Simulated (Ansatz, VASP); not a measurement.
## One calculation of Rb, two programs

```
Rb
1.0
     4.57171    0.00000    0.00000
    -2.28586    3.95922    0.00000
     0.00000    0.00000    7.49704
Rb
2
Direct
  0.33333 0.66667 0.25000
  0.66667 0.33333 0.75000
```

Alike in both runs: task single point; functional PBEsol; k mesh 6 × 6 × 4; occupations gaussian, width 0.1 eV; no spin polarisation.

|  | VASP | Ansatz |
| --- | --- | --- |
| version | VASP 6.6.1 | Ansatz 0.2.0 |
| potentials or method | VASP PAW PBE potentials, release 64 (Rb_sv), cutoff 520 eV | scalar-relativistic, plane waves, PAW |
| valence electrons in the cell | 18 | 18 |

|  | VASP | Ansatz | Ansatz less VASP |
| --- | --- | --- | --- |
| gap on the k mesh at the Fermi level (eV) | none | none | - |
| pressure (GPa) | 1.2 | 1.1 | 0.00 |
| traceless stress, the component that is largest in VASP (GPa) | -0.20 | -0.20 | 0.000 |

VASP's potentials were made for PBE, not for PBEsol. A gap of «none» marks a metal or a gap that the smearing closes.
